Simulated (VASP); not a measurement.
# H4CO in VASP: notebook

The runs below take H4CO through single point, with PBE+D3(BJ).

Program: VASP 6.6.1. These are calculated values, not measurements. Logs are shortened: lines on timing, memory, paths and dates and some standing lists are left out, and cuts for length are marked.

## 1. The cell of the first run

The cell holds a disordered packing, 36 atoms: a = 7.126 Å, b = 7.126 Å, c = 7.126 Å, α = 90.00°, β = 90.00°, γ = 90.00°.

## 2. Single point, PBE+D3(BJ)

Input file INCAR:

```
SYSTEM = H4CO
PREC     = Accurate       ! precision mode
ENCUT    = 520            ! plane-wave cutoff, eV
EDIFF    = 1E-6           ! SCF threshold, eV
ISMEAR   = -1             ! smearing method
SIGMA    = 0.05           ! smearing width, eV
LREAL    = Auto         
LASPH    = .TRUE.         ! aspherical terms in the spheres
NELM     = 120            ! most SCF steps
ALGO     = Normal         ! electronic algorithm
ISIF     = 2              ! what is computed and relaxed
LWAVE    = .FALSE.        ! write WAVECAR
LCHARG   = .FALSE.        ! write CHGCAR
GGA      = PE             ! functional
IVDW     = 12             ! dispersion correction
NBANDS   = 66             ! bands
GGA_COMPAT= .FALSE.
```

Input file KPOINTS:

```
Automatic mesh
0
G
  1 1 1
  0 0 0
```

Input file POSCAR:

```
H4CO
1.0
    7.1256230000      0.0000000000      0.0000000000
    0.0000000000      7.1256230000      0.0000000000
    0.0000000000      0.0000000000      7.1256230000
C O H
6 6 24
Direct
    0.7837209462      0.0056837136      0.4194580600
    0.2636822072      0.0165739894      0.2594018797
    0.5579020950      0.5502957426      0.6801650887
    0.0053047993      0.5149444477      0.5629963864
   -0.0481501758      0.8903361853      0.8659172679
    0.1459942520      0.4775161414      0.0104973277
    0.7182529864     -0.1182914112      0.2759618352
    0.4131007212      0.1139689821      0.1584001848
    0.5943480310      0.5574109099      0.4885748236
    0.1144742011      0.3965688333      0.4444102642
    0.1248592579      0.9183758389      0.7740937178
    0.1976107914      0.3105272339     -0.0823506941
    0.6875890010     -0.0057398490      0.5544076637
    0.8170232975     -0.1337567256      0.1838576080
    0.9138990373     -0.0265801320      0.4868907603
    0.7503063241      0.1578668981      0.3789703721
    0.1472432656      0.1153162327      0.2680467378
    0.5356724598      0.0417086338      0.1684624629
    0.2467012358     -0.1147408444      0.1815139532
    0.3103728614     -0.0281098228      0.3941830770
    0.5861382226      0.3996843504      0.7174951580
    0.6197493188      0.6801931564      0.4452943974
    0.6492063922      0.6550444782      0.7499133760
    0.4186861977      0.5744339828      0.7097203992
   -0.1087483859      0.5577196548      0.4702746693
    0.2244716006      0.3731042184      0.5188318271
   -0.0596298738      0.4422911512      0.6845717210
    0.0705903189      0.6429472904      0.6138270296
   -0.1049873113      0.7630631034      0.8097958593
    0.1399175904      1.0577040071      0.7733218555
   -0.0043504968      0.8812983791      1.0204020056
   -0.1366196331      1.0195319062      0.8386354428
    0.0176405628      0.5381003177     -0.0443750673
    0.3101763874      0.2420981295     -0.0177107321
    0.1310060889      0.4750742496      0.1639996952
    0.2515148500      0.6032876003     -0.0211911295
```

Potentials or basis: VASP PAW PBE potentials, release 64 (C, O, H).

Launch:

```bash
$ cat potpaw_PBE.64/C/POTCAR potpaw_PBE.64/O/POTCAR potpaw_PBE.64/H/POTCAR > POTCAR
$ mpirun -np 1 vasp_gam > vasp.out
```

OUTCAR:

```text
SYSTEM = H4CO
   PREC = Accurate
   ENCUT = 520
   EDIFF = 1E-6
   ISMEAR = -1
   LREAL = Auto
   LASPH = .TRUE.
   NELM = 120
   ISIF = 2
   GGA = PE
   IVDW = 12
 IVDW          = 12

 ion  position               nearest neighbor table
   1  0.784  0.006  0.419-  15 1.07  16 1.15  13 1.18   7 1.43
   2  0.264  0.017  0.259-  20 1.07  17 1.09  19 1.09   8 1.46
   3  0.558  0.550  0.680-  24 1.03  23 1.11  21 1.12   9 1.39
   4  0.005  0.515  0.563-  28 1.09  25 1.09  27 1.11  10 1.43
   5  0.952  0.890  0.866-  29 1.07  32 1.13  31 1.15  11 1.41
   6  0.146  0.478  0.010-  33 1.08  35 1.10  36 1.19  12 1.41
   7  0.718  0.882  0.276-  14 0.97   1 1.43
   8  0.413  0.114  0.158-  18 1.02   2 1.46
   9  0.594  0.557  0.489-  22 0.95   3 1.39
  10  0.114  0.397  0.444-  26 0.96   4 1.43
  11  0.125  0.918  0.774-  30 1.00   5 1.41
  12  0.198  0.311  0.918-  34 1.05   6 1.41
  13  0.688  0.994  0.554-   1 1.18
  14  0.817  0.866  0.184-   7 0.97
  15  0.914  0.973  0.487-   1 1.07
  16  0.750  0.158  0.379-   1 1.15
  17  0.147  0.115  0.268-   2 1.09
  18  0.536  0.042  0.168-   8 1.02
[... 16 lines left out ...]
  35  0.131  0.475  0.164-   6 1.10
  36  0.252  0.603  0.979-   6 1.19

  LATTYP: Found a simple cubic cell.
 ALAT       =     7.1256230000

  Lattice vectors:

 A1 = (   7.1256230000,   0.0000000000,   0.0000000000)
 A2 = (   0.0000000000,   7.1256230000,   0.0000000000)
 A3 = (   0.0000000000,   0.0000000000,   7.1256230000)

Analysis of symmetry for initial positions (statically):
=====================================================================
 Subroutine PRICEL returns:
 Original cell was already a primitive cell.

 Routine SETGRP: Setting up the symmetry group for a
 simple cubic supercell.

 Subroutine GETGRP returns: Found  1 space group operations
 (whereof  1 operations were pure point group operations)
 out of a pool of 48 trial point group operations.

The static configuration has the point symmetry C_1 .

Analysis of symmetry for dynamics (positions and initial velocities):
=====================================================================
 Subroutine PRICEL returns:
 Original cell was already a primitive cell.

 Routine SETGRP: Setting up the symmetry group for a
 simple cubic supercell.

 Subroutine GETGRP returns: Found  1 space group operations
 (whereof  1 operations were pure point group operations)
 out of a pool of 48 trial point group operations.

The dynamic configuration has the point symmetry C_1 .

 Subroutine INISYM returns: Found  1 space group operations
 (whereof  1 operations are pure point group operations),
 and found     1 'primitive' translations

----------------------------------------------------------------------------------------

                                     Primitive cell

  volume of cell :     361.8000

  direct lattice vectors                    reciprocal lattice vectors
     7.125623000  0.000000000  0.000000000     0.140338606  0.000000000  0.000000000
     0.000000000  7.125623000  0.000000000     0.000000000  0.140338606  0.000000000
     0.000000000  0.000000000  7.125623000     0.000000000  0.000000000  0.140338606

  length of vectors
     7.125623000  7.125623000  7.125623000     0.140338606  0.140338606  0.140338606

  position of ions in fractional coordinates (direct lattice)
     0.783720946  0.005683714  0.419458060
     0.263682207  0.016573989  0.259401880
     0.557902095  0.550295743  0.680165089
     0.005304799  0.514944448  0.562996386
     0.951849824  0.890336185  0.865917268
     0.145994252  0.477516141  0.010497328
[... 28 lines left out ...]
     0.131006089  0.475074250  0.163999695
     0.251514850  0.603287600  0.978808871

  ion indices of the primitive-cell ions
   primitive index   ion index
                 1           1
                 2           2
                 3           3
                 4           4
                 5           5
                 6           6
[... 28 lines left out ...]
                35          35
                36          36

----------------------------------------------------------------------------------------

 KPOINTS: Automatic mesh

Automatic generation of k-mesh.
 Grid dimensions read from file:
 generate k-points for:    1    1    1

 Generating k-lattice:

  Cartesian coordinates                     Fractional coordinates (reciprocal lattice)
     0.140338606  0.000000000  0.000000000     1.000000000  0.000000000  0.000000000
     0.000000000  0.140338606  0.000000000     0.000000000  1.000000000  0.000000000
     0.000000000  0.000000000  0.140338606     0.000000000  0.000000000  1.000000000

  Length of vectors
     0.140338606  0.140338606  0.140338606

  Shift w.r.t. Gamma in fractional coordinates (k-lattice)
     0.000000000  0.000000000  0.000000000

 Subroutine IBZKPT returns following result:
 ===========================================

 Found      1 irreducible k-points:

 Following reciprocal coordinates:
            Coordinates               Weight
  0.000000  0.000000  0.000000      1.000000
   k-points           NKPTS =      1   k-points in BZ     NKDIM =      1   number of bands    NBANDS=     66
   number of dos      NEDOS =    301   number of ions     NIONS =     36
   total plane-waves  NPLWV = 157464
   dimension x,y,z NGX =    54 NGY =   54 NGZ =   54
   dimension x,y,z NGXF=   108 NGYF=  108 NGZF=  108
   ions per type =               6   6  24
   NGX,Y,Z   is equivalent  to a cutoff of  12.60, 12.60, 12.60 a.u.
   NGXF,Y,Z  is equivalent  to a cutoff of  25.20, 25.20, 25.20 a.u.
 SYSTEM =  H4CO
   PREC   = accura    normal or accurate (medium, high low for compatibility)
   ISTART =      0    job   : 0-new  1-cont  2-samecut
   ICHARG =      2    charge: 1-file 2-atom 10-const
   ISPIN  =      1    spin polarized calculation?
   LNONCOLLINEAR =      F non collinear calculations
   LSORBIT =      F    spin-orbit coupling
   LASPH  =      T    aspherical Exc in radial PAW
   ENCUT  =  520.0 eV  38.22 Ry    6.18 a.u.  13.25 13.25 13.25*2*pi/ulx,y,z
   NELM   =    120;   NELMIN=  2; NELMDL= -5     # of ELM steps
   EDIFF  = 0.1E-05   stopping-criterion for ELM
   LREAL  =      T    real-space projection
   EDIFFG = 0.1E-04   stopping-criterion for IOM
   NSW    =      0    number of steps for IOM
   IBRION =     -1    ionic relax: 0-MD 1-quasi-New 2-CG
   NFREE  =      0    steps in history (QN), initial steepest desc. (CG)
   ISIF   =      2    stress and relaxation
   ISYM   =      2    0-nonsym 1-usesym 2-fastsym
   POTIM  = 0.5000    time-step for ionic-motion
   TEBEG  =    0.0;   TEEND  =   0.0 temperature during run
   PSTRESS=    0.0 pullay stress
   NELECT =      84.0000    total number of electrons
   NUPDOWN=      -1.0000    fix difference up-down
   EMIN   =  10.00;   EMAX   =-10.00  energy-range for DOS
   EFERMI =   0.00;   METHOD = LEGACY
   ISMEAR =    -1;   SIGMA  =   0.05  broadening in eV -4-tet -1-fermi 0-gaus
   EFERMI_NEDOS =   21; number of points for ismear=-14 and -15
   IALGO  =     38    algorithm
   IMIX   =      4    mixing-type and parameters
     AMIX     =   0.40;   BMIX     =  1.00
     AMIX_MAG =   1.60;   BMIX_MAG =  1.00
  volume/ion in A,a.u.               =      10.05        67.82
  Fermi-wavevector in a.u.,A,eV,Ry     =   1.006186  1.901416 13.774687  1.012411
  Thomas-Fermi vector in A             =   2.138913
   LORBIT       =      0    0 simple, 1 ext, 2 COOP (PROOUT), +10 PAW based schemes
   GGA     = PE    functional components
   LHFCALC =     F    Hartree Fock is set to
   AEXX    =    0.0000 exact exchange contribution
   IVDW    =    12    specifies the selected vdW correction
   LEPSILON=     F    determine dielectric tensor
   LRPA    =     F    only Hartree local field effects (RPA)
 non-spin polarized calculation
  energy-cutoff  :      520.00
  volume of cell :      361.80
 maximum number of plane-waves:      4886
 NGX is ok and might be reduce to    54
   NGX = 27   NGY = 27   NGZ = 27

 number of electron      84.0000001 magnetization

 Free energy of the ion-electron system (eV)
  ---------------------------------------------------
  ext. energy  EPLUGINS =         0.00000000
  ---------------------------------------------------
  free energy    TOTEN  =      -180.76664636 eV

  energy without entropy =     -180.76664636  energy(sigma->0) =     -180.76664636

 E-fermi :  -1.2518     XC(G=0):  -6.7574

 val. band max:       -2.5062018743   @ k =   0.0000   0.0000   0.0000
 cond. band min:       2.1537412874   @ k =   0.0000   0.0000   0.0000
 fundamental gap:      4.6599431617
 Fermi energy:        -1.2518375611

 k-point     1 :       0.0000    0.0000    0.0000
  band No.  band energies     occupation
      1     -23.2468      2.00000
      2     -22.4834      2.00000
      3     -22.2813      2.00000
      4     -22.1302      2.00000
      5     -21.8819      2.00000
      6     -21.4549      2.00000
[... 46 lines left out ...]
     53       5.4846      0.00000
     54       5.6852      0.00000
 [bands above 54 left out]

------------------------ aborting loop because EDIFF is reached ----------------------------------------

 Edisp (eV)   -1.38662

 E8    (eV) :    -0.3028

  FORCE on cell =-STRESS in cart. coord.  units (eV):
  Direction    XX          YY          ZZ          XY          YZ          ZX
  --------------------------------------------------------------------------------------
  -------------------------------------------------------------------------------------
  Total       5.51671    -4.22399     1.49112     1.84320     0.29341    -0.18390
  in kB      24.42994   -18.70530     6.60321     8.16234     1.29934    -0.81437
  external pressure =        4.11 kB  Pullay stress =        0.00 kB

 VOLUME and BASIS-vectors are now :
 -----------------------------------------------------------------------------
  energy-cutoff  :      520.00
  volume of cell :      361.80
      direct lattice vectors                 reciprocal lattice vectors
     7.125623000  0.000000000  0.000000000     0.140338606  0.000000000  0.000000000
     0.000000000  7.125623000  0.000000000     0.000000000  0.140338606  0.000000000
     0.000000000  0.000000000  7.125623000     0.000000000  0.000000000  0.140338606

 POSITION                                       TOTAL-FORCE (eV/Angst)
 -----------------------------------------------------------------------------------
      5.58450      0.04050      2.98890        -3.078640      1.862186      1.916677
      1.87890      0.11810      1.84840         1.296883     -0.088530     -1.479430
      3.97540      3.92120      4.84660         2.457588     -1.066047     -0.030351
      0.03780      3.66930      4.01170        -1.314019     -0.001989     -0.546697
      6.78252      6.34420      6.17020         0.757819      1.769584      1.020200
      1.04030      3.40260      0.07480         1.687121      2.425021     -0.065861
[... 28 lines left out ...]
      0.93350      3.38520      1.16860         0.181900     -0.637280      0.052347
      1.79220      4.29880      6.97462        -0.850938     -1.529962      0.344860
 -----------------------------------------------------------------------------------
    total drift:                                0.013288     -0.008539     -0.010772

  FREE ENERGIE OF THE ION-ELECTRON SYSTEM (eV)
  ---------------------------------------------------
  free  energy   TOTEN  =      -182.1532642982 eV

  energy  without entropy=     -182.1532642981  energy(sigma->0) =     -182.15326430
```

Run time: 58 s. Hardware: 1 thread of Intel Xeon Platinum 8259CL at 2.50GHz (Skylake/Cascade Lake), shared host; peak memory 0.39 GiB.

Results:

```
Free energy                : -182.1533 eV
Pressure                   : 0.4 GPa
Largest force              : 4.077 eV/Å
Band gap on the k mesh     : 4.66 eV
Dispersion energy per atom : -0.039 eV
```

Forces in eV/Å, atoms in the order of the input:
```
C   -3.079  1.862  1.917
C    1.297 -0.089 -1.479
C    2.458 -1.066 -0.030
C   -1.314 -0.002 -0.547
C    0.758  1.770  1.020
C    1.687  2.425 -0.066
O   -0.281 -0.050  0.511
O    1.008 -0.094  0.180
O   -0.468 -1.541 -1.264
O    0.147  0.206  0.653
O    0.703  1.306 -0.891
O    1.048 -1.118  0.177
H    0.502 -0.333 -1.740
H    0.386 -0.117 -0.285
H    1.295  0.002 -0.525
H    1.120 -1.078  0.213
H   -0.203 -0.261 -0.104
H   -1.381  0.351  0.070
H   -0.943 -0.117 -0.089
H    0.304  0.046  1.331
H    0.157  0.834  0.450
H    0.145  1.425 -0.616
H   -0.248 -0.520  0.556
H   -2.674  0.727  0.736
H   -0.290  0.093  0.194
H    0.912 -0.428  0.034
H    0.276 -0.162 -0.262
H    0.814  0.124 -0.037
H   -0.695 -0.579  0.129
H    0.345 -0.729  0.124
H   -1.074 -0.175 -0.689
H   -0.019 -1.040  0.497
H   -0.586 -0.530 -0.372
H   -1.438  1.024 -0.193
H    0.182 -0.637  0.052
H   -0.851 -1.530  0.345
```

Stress tensor (GPa, compression positive):
```
 2.44  0.82 -0.08
 0.82 -1.87  0.13
-0.08  0.13  0.66
```

Caveat: the k points lie up to 0.88 Å⁻¹ apart.

## 3. Single point, PBE+D3(BJ)

Input file INCAR:

```
SYSTEM = H4CO
ALGO     = Normal         ! electronic algorithm
EDIFF    = 1E-6           ! SCF threshold, eV
ENCUT    = 520            ! plane-wave cutoff, eV
GGA      = PE             ! functional
GGA_COMPAT= .False.      
ISIF     = 2              ! what is computed and relaxed
ISMEAR   = -1             ! smearing method
IVDW     = 12             ! dispersion correction
LASPH    = .True.         ! aspherical terms in the spheres
LCHARG   = .True.         ! write CHGCAR
LELF     = .True.         ! ELF
LREAL    = Auto         
LVHAR    = .True.       
LWAVE    = .False.        ! write WAVECAR
NBANDS   = 66             ! bands
NELM     = 120            ! most SCF steps
PREC     = Accurate       ! precision mode
SIGMA    = 0.05           ! smearing width, eV
```

Input file KPOINTS:

```
k-points
0
Gamma
  1 1 1
  0 0 0
```

Input file POSCAR:

```
H4CO
1.0
    7.1256230000      0.0000000000      0.0000000000
    0.0000000000      7.1256230000      0.0000000000
    0.0000000000      0.0000000000      7.1256230000
C O H
6 6 24
Direct
    0.7594002658      0.0244048836      0.4295343719
    0.2426875517      0.0121533233      0.2809157880
    0.5312377598      0.6103185644      0.6705939958
    0.0282080598      0.5044050183      0.5601334789
   -0.0327129291      0.8952620704      0.8521640845
    0.1624840382      0.4473994765      0.0456661825
    0.6891748272     -0.1214069282      0.3128989563
    0.4036278652      0.0877958320      0.1908324367
    0.5660136665      0.5521622460      0.4868205910
    0.1683080904      0.3763741079      0.5052049484
    0.1588352345      0.8979565717      0.8173320424
    0.1936672765      0.2951461227     -0.0851715001
    0.6925429538      0.0332181481      0.5659715649
    0.7936990211     -0.1971757417      0.2603000467
    0.9035139805      0.0010385057      0.4642541431
    0.7319921360      0.1703710679      0.3835313768
    0.1381212562      0.1186422577      0.2951461227
    0.4971775801     -0.0076203863      0.1708482192
    0.1931480237     -0.1100395011      0.1837313032
    0.2893782059     -0.0482343789      0.4037261023
    0.5500150653      0.4838173448      0.7475977890
    0.5926639678      0.6681801718      0.4227139157
    0.6155531944      0.7264206933      0.7257190003
    0.3873766546      0.6488134441      0.6816947795
   -0.1065450698      0.4479608309      0.5158987502
    0.2951040211      0.4414491196      0.5112114407
    0.0158301948      0.5398545503      0.7119658169
    0.0247837979      0.6401826198      0.4849681214
   -0.1014367445      0.8580162043      0.7153339434
    0.2180440924      1.0171601837      0.8687240400
   -0.0437014420      0.7852506370      0.9604774207
   -0.0954302522      1.0288644235      0.8901537452
    0.0066520499      0.4780213604      0.0564161197
    0.3022051546      0.2430804998     -0.0248820349
    0.2389826125      0.4314991124      0.1822016124
    0.2249908534      0.5915973944     -0.0112832239
```

Potentials or basis: VASP PAW PBE potentials, release 64 (C, O, H).

Launch:

```bash
$ cat potpaw_PBE.64/C/POTCAR potpaw_PBE.64/O/POTCAR potpaw_PBE.64/H/POTCAR > POTCAR
$ mpirun -np 1 vasp_gam > vasp.out
```

It took 59 s on 1 thread of Intel Xeon Platinum 8259CL at 2.50GHz (Skylake/Cascade Lake), shared host; peak memory 0.37 GiB.

It converged, with:

```yaml
Free_energy: -182.1305 eV
Pressure: 1.3 GPa
Largest_force: 3.902 eV/Å
Band_gap_on_the_k_mesh: 4.58 eV
Dispersion_energy_per_atom: -0.039 eV
```

Forces on the atoms (eV/Å):
```
C   -0.077  1.248  0.701
C    0.066 -1.874 -3.422
C   -0.200 -0.235  0.725
C   -0.905  0.439  0.005
C   -0.551 -0.761 -0.729
C    0.082  2.593 -0.768
O    0.199 -0.862 -0.655
O   -0.202  1.762 -0.904
O    0.472 -0.479 -1.090
O    1.510  1.073  0.053
O    2.568  1.876  0.071
O   -0.416  1.065  0.589
H   -0.729 -0.765  0.438
H   -0.463  0.764  0.327
H    0.981  0.122 -0.176
H    0.268 -0.425 -0.886
H   -0.393  0.531  0.226
H    0.368 -0.544  0.259
H   -0.144  1.087  1.106
H    0.191 -0.856  2.569
H    0.235 -0.668  1.322
H    0.126  0.625 -1.026
H    0.379 -0.029 -0.145
H   -1.256  0.621  0.510
H   -0.397 -0.523  0.124
H   -1.238 -0.801 -0.152
H    0.461 -0.378 -0.254
H    0.695  0.180 -0.120
H    0.033 -0.347  0.943
H   -1.086 -1.308 -0.685
H   -1.149  0.064  0.035
H    0.065  0.443  0.513
H    0.946 -0.553  0.330
H    1.105 -0.933  0.268
H   -0.872 -0.440 -0.349
H   -0.672 -1.710  0.245
```

Stress tensor (GPa, compression positive):
```
 1.92 -0.32 -1.04
-0.32 -0.49 -2.14
-1.04 -2.14  2.39
```

Levels at points of the mesh, in eV from the valence-band top:
```tsv
k point	band 39	band 40	band 41	band 42	band 43	band 44	band 45	band 46
(0.00, 0.00, 0.00)	-0.36	-0.34	-0.02	0.00	4.58	5.36	6.19	6.52
```

Caveat: the k points lie up to 0.88 Å⁻¹ apart.
